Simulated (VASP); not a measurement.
Write the native input for VASP 6.6.1 that does the following.

* Task: single point
* Functional: PBE
* Potentials or basis: VASP PAW PBE potentials, release 64 (Ti_sv, Al)
* Cutoff: 400 eV
* k mesh: 1 × 1 × 1, shifted
* Occupations: fermi-dirac, width 0.0862 eV
* Spin: no spin polarisation
* Dipole correction: no
* Mended: yes
* Further INCAR settings: LREAL = Auto; ALGO = Normal; EDIFF = 1e-06; NBANDS = 140; ISYM = -1

The structure of Ti19Al5 lies in POSCAR:

```
Ti19Al5
1.0
    7.7665530000     -0.1286440000      0.2320170000
   -0.1286440000      7.6697090000      0.0303640000
    0.2320170000      0.0303640000      7.4366650000
Ti Al
19 5
Direct
    0.8340303033      0.4012425941      0.2643939805
    0.4073162158      0.1539661918      0.3753425338
    0.7488238879      0.9348540575      0.8741641878
    0.3572668312      0.2151869665      0.7021413610
    0.1375518555      0.7232970663      0.1828876841
    0.0596594260      0.1598848772      0.2212602362
    0.5267671035      0.2693597351      0.0315058212
    0.1259195960      0.3989090078      0.0315107699
    0.8524021184      0.2891292203      0.9019705874
    0.9191396473      0.7426263415      0.4756575522
    0.2777617530      0.7844175300      0.5780922628
    0.5899294914      0.8719044861      0.5807273585
    0.0999389122      1.0123267123      0.9064762478
    0.4504794671      0.8512053311      0.2633807099
    0.7519891267     -0.0120290292      0.2109420000
    0.1059244819      0.4102461217      0.5628104811
    0.7524474021      0.1987384406      0.5439941045
    0.3401683817      0.5720247009      0.8703275184
    0.6907894344      0.6411234192      0.1292272862
    0.4826215401      0.4821415101      0.4799856997
    1.0157472220      0.6563897476      0.8289563613
    0.0122960482      0.0504598549      0.5993416329
    0.6727372490      0.5588748942      0.7218022923
    0.4257153310      0.9178094954      0.9131529306
```

The input as run:

INCAR

```
SYSTEM = Ti19Al5
PREC = Accurate
ENCUT = 400
EDIFF = 1E-6
ISMEAR = -1
SIGMA = 0.0862
LREAL = Auto
LASPH = .TRUE.
NELM = 120
ALGO = Normal
ISIF = 2
LWAVE = .FALSE.
LCHARG = .FALSE.
GGA = PE
NBANDS = 140
ISYM = -1
GGA_COMPAT = .FALSE.
```

KPOINTS

```
explicit points
1
Reciprocal
  0.25000000   0.25000000   0.25000000 1
```

Potentials or basis: VASP PAW PBE potentials, release 64 (Ti_sv, Al).

Command:

```console
$ cat potpaw_PBE.64/Ti_sv/POTCAR potpaw_PBE.64/Al/POTCAR > POTCAR
$ mpirun -np 1 vasp_std > vasp.out
```

It gave:

The pressure is -2.9 GPa and the largest force is 2.553 eV/Å. The band gap on the k mesh is zero (an odd number of electrons rules out a gap without spin polarisation).

Caveat: the atoms stand as in a frame of molecular dynamics.

It took 2.6 min on 1 thread of AMD EPYC 7R13 Processor (Zen 3), on a shared host, peak memory 0.31 GiB.
